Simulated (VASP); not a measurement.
# Hg (P6/mmm) in VASP: single point with PBE+D3(BJ)

Aim: the single point of Hg with PBE+D3(BJ).

Program: VASP 6.6.1. These are calculated values, not measurements. Logs are shortened: lines on timing, memory, paths and dates and some standing lists are left out, and cuts for length are marked.

## 1. The cell of the first run

The structure is hexagonal, space group P6/mmm (No. 191). The conventional cell has a = 5.104 Å, b = 5.104 Å, c = 3.008 Å, α = 90.00°, β = 90.00°, γ = 120.00°. Hg (site symmetry -6m2) has 11 Hg at 2.95 to 3.31 Å within 3.9 Å. Within 4.0 Å of Hg (site symmetry 6/mmm) lie 14 Hg at 3.01 to 3.31 Å.

## 2. Single point, PBE+D3(BJ) (22.62 Å³/atom)

Contents of INCAR:

```
  PREC = Accurate
  ENCUT = 550
  EDIFF = 1E-6
  ISMEAR = 0
  SIGMA = 0.1
  LREAL = False
  LASPH = True
  NELM = 120
  ALGO = Normal
  ISIF = 2
  LWAVE = False
  LCHARG = False
  GGA = PE
  IVDW = 12
  NBANDS = 37
  GGA_COMPAT = False
```

Contents of KPOINTS:

```
regular mesh
0
Gamma
  9 9 14
```

Contents of POSCAR:

```
Hg
1.0
    5.1039525767      0.0000000000      0.0000000000
   -2.5519762884      4.4201525912      0.0000000000
    0.0000000000      0.0000000000      3.0079644253
Hg
3
Direct
    0.3333333333      0.6666666667      0.5000000000
    0.0000000000      0.0000000000      0.0000000000
    0.6666666667      0.3333333333      0.5000000000
```

Potentials or basis: VASP PAW PBE potentials, release 64 (Hg_sv_GW).

Run with:

```
$ cat potpaw_PBE.64/Hg_sv_GW/POTCAR > POTCAR
$ mpirun -np 1 vasp_std > vasp.out
```

OUTCAR:

```text
PREC = Accurate
   ENCUT = 550
   EDIFF = 1E-6
   ISMEAR = 0
   LREAL = False
   LASPH = True
   NELM = 120
   ISIF = 2
   GGA = PE
   IVDW = 12
 IVDW          = 12

 ion  position               nearest neighbor table
   1  0.333  0.667  0.500-   3 2.95   3 2.95   3 2.95
   2  0.000  0.000  0.000-
   3  0.667  0.333  0.500-   1 2.95   1 2.95   1 2.95

  LATTYP: Found a hexagonal cell.
 ALAT       =     5.1039525767
 C/A-ratio  =     0.5893401986

  Lattice vectors:

 A1 = (   5.1039525767,   0.0000000000,   0.0000000000)
 A2 = (  -2.5519762884,   4.4201525912,   0.0000000000)
 A3 = (   0.0000000000,   0.0000000000,   3.0079644253)

Analysis of symmetry for initial positions (statically):
=====================================================================
 Subroutine PRICEL returns:
 Original cell was already a primitive cell.

 Routine SETGRP: Setting up the symmetry group for a
 hexagonal supercell.

 Subroutine GETGRP returns: Found 24 space group operations
 (whereof 24 operations were pure point group operations)
 out of a pool of 24 trial point group operations.

The static configuration has the point symmetry D_6h.

Analysis of symmetry for dynamics (positions and initial velocities):
=====================================================================
 Subroutine PRICEL returns:
 Original cell was already a primitive cell.

 Routine SETGRP: Setting up the symmetry group for a
 hexagonal supercell.

 Subroutine GETGRP returns: Found 24 space group operations
 (whereof 24 operations were pure point group operations)
 out of a pool of 24 trial point group operations.

The dynamic configuration has the point symmetry D_6h.

 Subroutine INISYM returns: Found 24 space group operations
 (whereof 24 operations are pure point group operations),
 and found     1 'primitive' translations

----------------------------------------------------------------------------------------

                                     Primitive cell

  volume of cell :      67.8604

  direct lattice vectors                    reciprocal lattice vectors
     5.103952577  0.000000000  0.000000000     0.195926585  0.113118267  0.000000000
    -2.551976288  4.420152591  0.000000000     0.000000000  0.226236534  0.000000000
     0.000000000  0.000000000  3.007964425     0.000000000  0.000000000  0.332450740

  length of vectors
     5.103952577  5.103952577  3.007964425     0.226236534  0.226236534  0.332450740

[... 81 lines left out ...]
   NELM   =    120;   NELMIN=  2; NELMDL= -5     # of ELM steps
   EDIFF  = 0.1E-05   stopping-criterion for ELM
   LREAL  =      F    real-space projection
   EDIFFG = 0.1E-04   stopping-criterion for IOM
   NSW    =      0    number of steps for IOM
   IBRION =     -1    ionic relax: 0-MD 1-quasi-New 2-CG
   NFREE  =      0    steps in history (QN), initial steepest desc. (CG)
   ISIF   =      2    stress and relaxation
   ISYM   =      2    0-nonsym 1-usesym 2-fastsym
   POTIM  = 0.5000    time-step for ionic-motion
   TEBEG  =    0.0;   TEEND  =   0.0 temperature during run
   PSTRESS=    0.0 pullay stress
   NELECT =      60.0000    total number of electrons
   NUPDOWN=      -1.0000    fix difference up-down
   EMIN   =  10.00;   EMAX   =-10.00  energy-range for DOS
   EFERMI =   0.00;   METHOD = LEGACY
   ISMEAR =     0;   SIGMA  =   0.10  broadening in eV -4-tet -1-fermi 0-gaus
   EFERMI_NEDOS =   21; number of points for ismear=-14 and -15
   IALGO  =     38    algorithm
   IMIX   =      4    mixing-type and parameters
     AMIX     =   0.40;   BMIX     =  1.00
     AMIX_MAG =   1.60;   BMIX_MAG =  1.00
  volume/ion in A,a.u.               =      22.62       152.65
  Fermi-wavevector in a.u.,A,eV,Ry     =   1.571278  2.969285 33.591625  2.468915
  Thomas-Fermi vector in A             =   2.672886
   LORBIT       =      0    0 simple, 1 ext, 2 COOP (PROOUT), +10 PAW based schemes
   GGA     = PE    functional components
   LHFCALC =     F    Hartree Fock is set to
   AEXX    =    0.0000 exact exchange contribution
   IVDW    =    12    specifies the selected vdW correction
   LEPSILON=     F    determine dielectric tensor
   LRPA    =     F    only Hartree local field effects (RPA)
 non-spin polarized calculation
 Gauss-broadening in eV      SIGMA  =   0.10
  energy-cutoff  :      550.00
  volume of cell :       67.86
 maximum number of plane-waves:      2016
 NGX is ok and might be reduce to    40
   NGX = 19   NGY = 19   NGZ = 11

 number of electron      60.0000004 magnetization

 Free energy of the ion-electron system (eV)
  ---------------------------------------------------
  ext. energy  EPLUGINS =         0.00000000
  ---------------------------------------------------
  free energy    TOTEN  =        -0.20098823 eV

  energy without entropy =       -0.19789934  energy(sigma->0) =       -0.19944379

 E-fermi :   6.4527     XC(G=0): -11.5686

 val. band max:        6.4351711298   @ k =   0.3333   0.0000   0.5000
 cond. band min:       6.4653459505   @ k =   0.1111   0.1111   0.3571
 fundamental gap:      0.0301748206
 Fermi energy:         6.4526972535

 k-point     1 :       0.0000    0.0000    0.0000
  band No.  band energies     occupation
      1    -108.5758      2.00000
      2    -108.5732      2.00000
      3    -108.3846      2.00000
      4     -56.9390      2.00000
      5     -56.9390      2.00000
      6     -56.8977      2.00000
[... 949 lines left out ...]
     36      17.1842      0.00000
     37      17.7405      0.00000

 [... further k-points ...]

------------------------ aborting loop because EDIFF is reached ----------------------------------------

 Edisp (eV)   -1.38981

 E8    (eV) :    -0.6292

  FORCE on cell =-STRESS in cart. coord.  units (eV):
  Direction    XX          YY          ZZ          XY          YZ          ZX
  --------------------------------------------------------------------------------------
  -------------------------------------------------------------------------------------
  Total       1.94407     1.94407     1.99906    -0.00000     0.00000     0.00000
  in kB      45.89923    45.89923    47.19764    -0.00000     0.00000     0.00000
  external pressure =       46.33 kB  Pullay stress =        0.00 kB

 VOLUME and BASIS-vectors are now :
 -----------------------------------------------------------------------------
  energy-cutoff  :      550.00
  volume of cell :       67.86
      direct lattice vectors                 reciprocal lattice vectors
     5.103952577  0.000000000  0.000000000     0.195926585  0.113118267  0.000000000
    -2.551976288  4.420152591  0.000000000     0.000000000  0.226236534  0.000000000
     0.000000000  0.000000000  3.007964425     0.000000000  0.000000000  0.332450740

 POSITION                                       TOTAL-FORCE (eV/Angst)
 -----------------------------------------------------------------------------------
     -0.00000      2.94677      1.50398         0.000000     -0.000000     -0.000000
      0.00000      0.00000      0.00000        -0.000000      0.000000      0.000000
      2.55198      1.47338      1.50398        -0.000000      0.000000      0.000000
 -----------------------------------------------------------------------------------
    total drift:                                0.000000      0.000000      0.000000

  FREE ENERGIE OF THE ION-ELECTRON SYSTEM (eV)
  ---------------------------------------------------
  free  energy   TOTEN  =        -1.5907972261 eV

  energy  without entropy=       -1.5877083326  energy(sigma->0) =       -1.58925278
```

OSZICAR:

```text
N       E                     dE             d eps       ncg     rms          rms(c)
DAV:   1     0.149473830612E+04    0.14947E+04   -0.37083E+04  7640   0.238E+03
DAV:   2     0.163869078659E+03   -0.13309E+04   -0.12751E+04  7104   0.103E+03
DAV:   3     0.776275632363E+01   -0.15611E+03   -0.15218E+03 10782   0.326E+02
DAV:   4     0.200454603304E+00   -0.75623E+01   -0.75360E+01  9530   0.103E+02
DAV:   5    -0.300448401122E+00   -0.50090E+00   -0.50081E+00 10544   0.226E+01    0.369E+01
DAV:   6    -0.203473915677E+00    0.96974E-01   -0.36052E-01 10533   0.817E+00    0.218E+01
DAV:   7    -0.202473877329E+00    0.10000E-02   -0.72894E-02 10404   0.257E+00    0.120E+00
DAV:   8    -0.200919433855E+00    0.15544E-02   -0.12392E-02 10617   0.170E+00    0.228E-01
DAV:   9    -0.200981637874E+00   -0.62204E-04   -0.30046E-04  9135   0.194E-01    0.369E-02
DAV:  10    -0.200986495134E+00   -0.48573E-05   -0.20060E-05 10347   0.577E-02    0.131E-02
DAV:  11    -0.200988138316E+00   -0.16432E-05   -0.20973E-06  5978   0.201E-02    0.463E-03
DAV:  12    -0.200988231860E+00   -0.93543E-07   -0.37372E-07  4917   0.106E-02
   1 F= -.15907972E+01 E0= -.15892528E+01  d E =-.308889E-02
```

stdout:

```text
POSCAR found type information on POSCAR Hg
 POSCAR found :  1 types and       3 ions
 scaLAPACK will be used
 LDA part: xc-table for (Slater+PW92), standard interpolation
 POSCAR, INCAR and KPOINTS ok, starting setup
 FFT: planning ... GRIDC
 FFT: planning ... GRID_SOFT
 FFT: planning ... GRID
 WAVECAR not read
 entering main loop
```

It took 3 min on 1 thread of Intel Xeon Platinum 8259CL at 2.50GHz (Skylake/Cascade Lake), shared host; peak memory 0.36 GiB.

What came out:

```yaml
Free_energy: -1.5908 eV
Pressure: 4.6 GPa
Band_gap_on_the_k_mesh: zero (bands 30 and 31 overlap by 4.79 eV)
Dispersion_energy_per_atom: -0.463 eV
```

Levels at points of the mesh, in eV from the Fermi level:
```
           k point  band 26  band 27  band 28  band 29  band 30  band 31  band 32  band 33  band 34  band 35
(0.00, 0.00, 0.00)    -6.43    -5.77    -5.77    -0.94    -0.48     1.94     1.94     1.99     1.99     8.78
(0.00, 0.00, 0.50)    -5.92    -5.42    -3.15    -2.92     3.51     3.64     3.84     3.87     4.36     4.36
```

Caveat: the cell stands under pressure; spin-orbit coupling is left out, which moves the levels of the heavy elements.

The gap in the log of VASP goes by the Fermi energy; the results here count the filled bands.